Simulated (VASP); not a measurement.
# KF (P4/mmm) in VASP: notebook

Runs on KF. Level: LDA. Tasks: single point.

Everything below comes from runs of VASP 6.6.1. Logs are shortened: lines on timing, memory, paths and dates and some standing lists are left out, and cuts for length are marked.

### 1 The cell of the first run

Symmetry: P4/mmm, No. 123, tetragonal system. The conventional cell has a = 3.157 Å, b = 3.157 Å, c = 3.473 Å, α = 90.00°, β = 90.00°, γ = 90.00°. Within 3.7 Å of K (site symmetry 4/mmm) lie 8 F at 2.83 Å and 6 K at 3.16 to 3.47 Å. F (site symmetry 4/mmm) has 8 K at 2.83 Å and 6 F at 3.16 to 3.47 Å within 3.7 Å.

### 2 Single point, LDA

INCAR reads:

```
SYSTEM = KF
ALGO     = Normal         ! electronic algorithm
EDIFF    = 1E-7           ! SCF threshold, eV
ENCUT    = 520            ! plane-wave cutoff, eV
GGA      = CA             ! functional
ISIF     = 2              ! what is computed and relaxed
ISMEAR   = 0              ! smearing method
LASPH    = .True.         ! aspherical terms in the spheres
LCHARG   = .True.         ! write CHGCAR
LELF     = .True.         ! ELF
LREAL    = .False.        ! projectors in reciprocal space
LVHAR    = .True.       
LWAVE    = .False.        ! write WAVECAR
NBANDS   = 15             ! bands
NELM     = 60             ! most SCF steps
PREC     = Accurate       ! precision mode
SIGMA    = 0.05           ! smearing width, eV
```

KPOINTS reads:

```
k-points
0
Gamma
  8 8 8
  0 0 0
```

POSCAR reads:

```
KF
1.0
    3.1570452159      0.0000000000      0.0000000000
    0.0000000000      3.1570452159      0.0000000000
    0.0000000000      0.0000000000      3.4727497375
K F
1 1
Direct
    0.0000000000      0.0000000000      0.0000000000
    0.5000000000      0.5000000000      0.5000000000
```

Potentials or basis: VASP PAW LDA potentials, release 64 (K_sv, F).

Run with:

```console
cat potpaw_LDA.64/K_sv/POTCAR potpaw_LDA.64/F/POTCAR > POTCAR
mpirun -np 1 vasp_std > vasp.out
```

OUTCAR:

```text
SYSTEM = KF
   EDIFF = 1E-7
   ENCUT = 520
   GGA = CA
   ISIF = 2
   ISMEAR = 0
   LASPH = .True.
   LREAL = .False.
   NELM = 60
   PREC = Accurate

 ion  position               nearest neighbor table
   1  0.000  0.000  0.000-   2 2.83   2 2.83   2 2.83   2 2.83   2 2.83   2 2.83   2 2.83   2 2.83

   2  0.500  0.500  0.500-   1 2.83   1 2.83   1 2.83   1 2.83   1 2.83   1 2.83   1 2.83   1 2.83

  LATTYP: Found a simple tetragonal cell.
 ALAT       =     3.1570452159
 C/A-ratio  =     1.1000000000

  Lattice vectors:

 A1 = (   3.1570452159,   0.0000000000,   0.0000000000)
 A2 = (   0.0000000000,   3.1570452159,   0.0000000000)
 A3 = (   0.0000000000,   0.0000000000,   3.4727497375)

Analysis of symmetry for initial positions (statically):
=====================================================================
 Subroutine PRICEL returns:
 Original cell was already a primitive cell.

 Routine SETGRP: Setting up the symmetry group for a
 simple tetragonal supercell.

 Subroutine GETGRP returns: Found 16 space group operations
 (whereof 16 operations were pure point group operations)
 out of a pool of 16 trial point group operations.

The static configuration has the point symmetry D_4h.

Analysis of symmetry for dynamics (positions and initial velocities):
=====================================================================
 Subroutine PRICEL returns:
 Original cell was already a primitive cell.

 Routine SETGRP: Setting up the symmetry group for a
 simple tetragonal supercell.

 Subroutine GETGRP returns: Found 16 space group operations
 (whereof 16 operations were pure point group operations)
 out of a pool of 16 trial point group operations.

The dynamic configuration has the point symmetry D_4h.

 Subroutine INISYM returns: Found 16 space group operations
 (whereof 16 operations are pure point group operations),
 and found     1 'primitive' translations

----------------------------------------------------------------------------------------

                                     Primitive cell

  volume of cell :      34.6127

  direct lattice vectors                    reciprocal lattice vectors
     3.157045216  0.000000000  0.000000000     0.316751878  0.000000000  0.000000000
     0.000000000  3.157045216  0.000000000     0.000000000  0.316751878  0.000000000
     0.000000000  0.000000000  3.472749738     0.000000000  0.000000000  0.287956252

  length of vectors
     3.157045216  3.157045216  3.472749738     0.316751878  0.316751878  0.287956252

  position of ions in fractional coordinates (direct lattice)
     0.000000000  0.000000000  0.000000000
     0.500000000  0.500000000  0.500000000

  ion indices of the primitive-cell ions
   primitive index   ion index
                 1           1
                 2           2

----------------------------------------------------------------------------------------

 KPOINTS: k-points

Automatic generation of k-mesh.
 Grid dimensions read from file:
 generate k-points for:    8    8    8

 Generating k-lattice:

  Cartesian coordinates                     Fractional coordinates (reciprocal lattice)
     0.039593985  0.000000000  0.000000000     0.125000000  0.000000000  0.000000000
     0.000000000  0.039593985  0.000000000     0.000000000  0.125000000  0.000000000
     0.000000000  0.000000000  0.035994532     0.000000000  0.000000000  0.125000000

  Length of vectors
     0.039593985  0.039593985  0.035994532

  Shift w.r.t. Gamma in fractional coordinates (k-lattice)
     0.000000000  0.000000000  0.000000000

 Subroutine IBZKPT returns following result:
 ===========================================

 Found     75 irreducible k-points:

 Following reciprocal coordinates:
            Coordinates               Weight
  0.000000  0.000000  0.000000      1.000000
  0.125000  0.000000  0.000000      4.000000
  0.250000  0.000000  0.000000      4.000000
  0.375000  0.000000  0.000000      4.000000
  0.500000  0.000000  0.000000      2.000000
  0.125000  0.125000  0.000000      4.000000
[... 16 lines left out ...]
  0.375000  0.125000  0.125000     16.000000
  0.500000  0.125000  0.125000      8.000000
 [... further k-points ...]
   k-points           NKPTS =     75   k-points in BZ     NKDIM =     75   number of bands    NBANDS=     15
   number of dos      NEDOS =    301   number of ions     NIONS =      2
   total plane-waves  NPLWV =  16128
   dimension x,y,z NGX =    24 NGY =   24 NGZ =   28
   dimension x,y,z NGXF=    48 NGYF=   48 NGZF=   56
   ions per type =               1   1
   NGX,Y,Z   is equivalent  to a cutoff of  12.64, 12.64, 13.40 a.u.
   NGXF,Y,Z  is equivalent  to a cutoff of  25.28, 25.28, 26.81 a.u.
 SYSTEM =  KF
   PREC   = accura    normal or accurate (medium, high low for compatibility)
   ISTART =      0    job   : 0-new  1-cont  2-samecut
   ICHARG =      2    charge: 1-file 2-atom 10-const
   ISPIN  =      1    spin polarized calculation?
   LNONCOLLINEAR =      F non collinear calculations
   LSORBIT =      F    spin-orbit coupling
   LASPH  =      T    aspherical Exc in radial PAW
   ENCUT  =  520.0 eV  38.22 Ry    6.18 a.u.   5.87  5.87  6.46*2*pi/ulx,y,z
   NELM   =     60;   NELMIN=  2; NELMDL= -5     # of ELM steps
   EDIFF  = 0.1E-06   stopping-criterion for ELM
   LREAL  =      F    real-space projection
   EDIFFG = 0.1E-05   stopping-criterion for IOM
   NSW    =      0    number of steps for IOM
   IBRION =     -1    ionic relax: 0-MD 1-quasi-New 2-CG
   NFREE  =      0    steps in history (QN), initial steepest desc. (CG)
   ISIF   =      2    stress and relaxation
   ISYM   =      2    0-nonsym 1-usesym 2-fastsym
   POTIM  = 0.5000    time-step for ionic-motion
   TEBEG  =    0.0;   TEEND  =   0.0 temperature during run
   PSTRESS=    0.0 pullay stress
   NELECT =      16.0000    total number of electrons
   NUPDOWN=      -1.0000    fix difference up-down
   EMIN   =  10.00;   EMAX   =-10.00  energy-range for DOS
   EFERMI =   0.00;   METHOD = LEGACY
   ISMEAR =     0;   SIGMA  =   0.05  broadening in eV -4-tet -1-fermi 0-gaus
   EFERMI_NEDOS =   21; number of points for ismear=-14 and -15
   IALGO  =     38    algorithm
   IMIX   =      4    mixing-type and parameters
     AMIX     =   0.40;   BMIX     =  1.00
     AMIX_MAG =   1.60;   BMIX_MAG =  1.00
  volume/ion in A,a.u.               =      17.31       116.79
  Fermi-wavevector in a.u.,A,eV,Ry     =   1.265814  2.392041 21.800402  1.602284
  Thomas-Fermi vector in A             =   2.399047
   LORBIT       =      0    0 simple, 1 ext, 2 COOP (PROOUT), +10 PAW based schemes
   GGA     = CA    functional components
   LHFCALC =     F    Hartree Fock is set to
   AEXX    =    0.0000 exact exchange contribution
   IVDW    =     0    specifies the selected vdW correction
   LEPSILON=     F    determine dielectric tensor
   LRPA    =     F    only Hartree local field effects (RPA)
 non-spin polarized calculation
 Gauss-broadening in eV      SIGMA  =   0.05
  energy-cutoff  :      520.00
  volume of cell :       34.61
 maximum number of plane-waves:       960
 NGX is ok and might be reduce to    24

 number of electron      15.9999986 magnetization

 Free energy of the ion-electron system (eV)
  ---------------------------------------------------
  ext. energy  EPLUGINS =         0.00000000
  ---------------------------------------------------
  free energy    TOTEN  =        -8.81405773 eV

  energy without entropy =       -8.81405773  energy(sigma->0) =       -8.81405773

 E-fermi :  -1.9723     XC(G=0):  -9.7261

 val. band max:       -2.3000978638   @ k =   0.5000   0.0000   0.5000
 cond. band min:       3.4126999468   @ k =   0.0000   0.0000   0.0000
 fundamental gap:      5.7127978106
 Fermi energy:        -1.9723169135

 k-point     1 :       0.0000    0.0000    0.0000
  band No.  band energies     occupation
      1     -29.0413      2.00000
      2     -20.8907      2.00000
      3     -12.4068      2.00000
      4     -12.1870      2.00000
      5     -12.1870      2.00000
      6      -2.6705      2.00000
      7      -2.3565      2.00000
      8      -2.3565      2.00000
      9       3.4127      0.00000
     10       5.5134      0.00000
     11       5.6689      0.00000
     12      11.1931      0.00000
     13      11.1931      0.00000
     14      11.7781      0.00000
     15      16.6876      0.00000

 k-point     2 :       0.1250    0.0000    0.0000
  band No.  band energies     occupation
      1     -29.0162      2.00000
      2     -20.8905      2.00000
      3     -12.3822      2.00000
      4     -12.3406      2.00000
      5     -12.1676      2.00000
      6      -2.6929      2.00000
      7      -2.5975      2.00000
      8      -2.3636      2.00000
      9       3.8642      0.00000
     10       5.6959      0.00000
     11       6.0335      0.00000
     12      10.8064      0.00000
     13      11.2563      0.00000
     14      11.3951      0.00000
     15      16.9069      0.00000

 k-point     3 :       0.2500    0.0000    0.0000
  band No.  band energies     occupation
      1     -28.9546      2.00000
      2     -20.8913      2.00000
      3     -12.6909      2.00000
      4     -12.3219      2.00000
      5     -12.1202      2.00000
      6      -3.1073      2.00000
      7      -2.7497      2.00000
      8      -2.3821      2.00000
      9       4.9516      0.00000
     10       6.1161      0.00000
     11       7.0081      0.00000
     12      10.0685      0.00000
     13      10.6411      0.00000
     14      11.4149      0.00000
     15      15.8430      0.00000
[... 343 lines left out ...]
 k-point    23 :       0.3750    0.1250    0.1250
  band No.  band energies     occupation
      1     -28.8608      2.00000
      2     -20.8668      2.00000
      3     -13.0306      2.00000
      4     -12.3286      2.00000
      5     -12.2386      2.00000
      6      -3.4049      2.00000
      7      -2.8429      2.00000
      8      -2.5105      2.00000
      9       6.4091      0.00000
     10       7.0524      0.00000
     11       7.7991      0.00000
     12       9.1386      0.00000
     13      10.0696      0.00000
     14      10.6782      0.00000
     15      15.1656      0.00000

 k-point    24 :       0.5000    0.1250    0.1250
  band No.  band energies     occupation
      1     -28.8353      2.00000
      2     -20.8627      2.00000
      3     -13.1645      2.00000
      4     -12.3124      2.00000
      5     -12.2198      2.00000
      6      -3.5432      2.00000
      7      -2.8601      2.00000
      8      -2.5002      2.00000
      9       7.0289      0.00000
     10       7.3485      0.00000
     11       7.4226      0.00000
     12       8.8820      0.00000
     13      10.5729      0.00000
     14      10.6787      0.00000
     15      14.7002      0.00000

 [... further k-points ...]
[... 5 lines left out ...]
  --------------------------------------------------------------------------------------
  -------------------------------------------------------------------------------------
  Total       -0.6432935     -0.6432935     -2.3810625      0.0000000      0.0000000      0.0000000
  in kB      -29.7772547    -29.7772547   -110.2164181      0.0000000      0.0000000      0.0000000
  external PRESSURE =     -56.5903092 kB  Pullay stress =       0.0000000 kB

 VOLUME and BASIS-vectors are now :
 -----------------------------------------------------------------------------
  energy-cutoff  :      520.00
  volume of cell :       34.61
      direct lattice vectors                 reciprocal lattice vectors
     3.157045216  0.000000000  0.000000000     0.316751878  0.000000000  0.000000000
     0.000000000  3.157045216  0.000000000     0.000000000  0.316751878  0.000000000
     0.000000000  0.000000000  3.472749738     0.000000000  0.000000000  0.287956252

 POSITION                                       TOTAL-FORCE (eV/Angst)
 -----------------------------------------------------------------------------------
      0.00000      0.00000      0.00000         0.000000      0.000000      0.000000
      1.57852      1.57852      1.73637         0.000000      0.000000      0.000000
 -----------------------------------------------------------------------------------
    total drift:                                0.000000      0.000000     -0.000000

  FREE ENERGIE OF THE ION-ELECTRON SYSTEM (eV)
  ---------------------------------------------------
  free  energy   TOTEN  =        -8.8140577252 eV

  energy  without entropy=       -8.8140577252  energy(sigma->0) =       -8.81405773
```

Wall time 17 s (1 thread of Intel Xeon Platinum 8375C at 2.90GHz (Ice Lake), shared host); peak memory 0.16 GiB.

What came out:

```yaml
Free_energy: -8.8141 eV
Pressure: -5.7 GPa
Band_gap_on_the_k_mesh: 5.71 eV, indirect (least direct gap 5.77 eV)
```

### 3 Single point, LDA

This run uses another cell than the first one, of the same volume but with other edges.

INCAR reads:

```
PREC = Accurate ; ENCUT = 520
EDIFF = 1E-6 ; ISMEAR = 0
SIGMA = 0.05 ; LREAL = False
LASPH = True ; NELM = 80
ALGO = Normal ; ISIF = 2
LWAVE = False ; LCHARG = True
GGA = CA ; LELF = True
LVHAR = True ; NBANDS = 15
```

KPOINTS reads:

```
regular mesh
0
Gamma
  8 8 8
```

POSCAR reads:

```
KF
1.0
    3.7621887305      0.0000000000      0.0000000000
    0.0000000000      3.7621887305      0.0000000000
    0.0000000000      0.0000000000      2.4454226748
K F
1 1
Direct
    0.0000000000      0.0000000000      0.0000000000
    0.5000000000      0.5000000000      0.5000000000
```

Potentials or basis: VASP PAW LDA potentials, release 64 (K_sv, F).

Run with:

```console
cat potpaw_LDA.64/K_sv/POTCAR potpaw_LDA.64/F/POTCAR > POTCAR
mpirun -np 1 vasp_std > vasp.out
```

It took 18 s on 1 thread of Intel Xeon Platinum 8375C at 2.90GHz (Ice Lake), shared host; peak memory 0.15 GiB.

Results (log left out):

| Item | Value |
| --- | --- |
| Free energy | -7.5134 eV |
| Pressure | 0.6 GPa |
| Band gap on the k mesh | 3.32 eV, indirect (least direct gap 3.33 eV) |

Stress tensor (GPa, compression positive):
```
-17.43   0.00   0.00
  0.00 -17.43   0.00
  0.00   0.00  36.68
```

Levels at points of the mesh, in eV from the valence-band top:
```tsv
k point	band 4	band 5	band 6	band 7	band 8	band 9	band 10	band 11	band 12	band 13
(0.00, 0.00, 0.00)	-13.50	-11.03	-2.26	-2.26	-0.01	3.32	4.45	5.63	8.63	13.57
(0.50, 0.00, 0.00)	-13.44	-11.02	-3.16	-2.55	-0.02	5.71	5.82	7.05	8.85	10.55
(0.50, 0.50, 0.00)	-13.81	-11.01	-2.57	-2.57	0.00	5.76	6.56	9.24	9.24	9.91
(0.00, 0.00, 0.50)	-12.57	-12.57	-3.29	-1.82	-1.82	6.18	6.18	8.05	8.63	9.73
(0.50, 0.00, 0.50)	-12.81	-12.55	-3.02	-1.94	-1.69	4.21	5.75	7.54	9.52	12.09
(0.50, 0.50, 0.50)	-12.76	-12.76	-3.17	-2.28	-2.28	5.37	5.37	9.77	11.53	12.14
```

 A k mesh can miss the band edges.
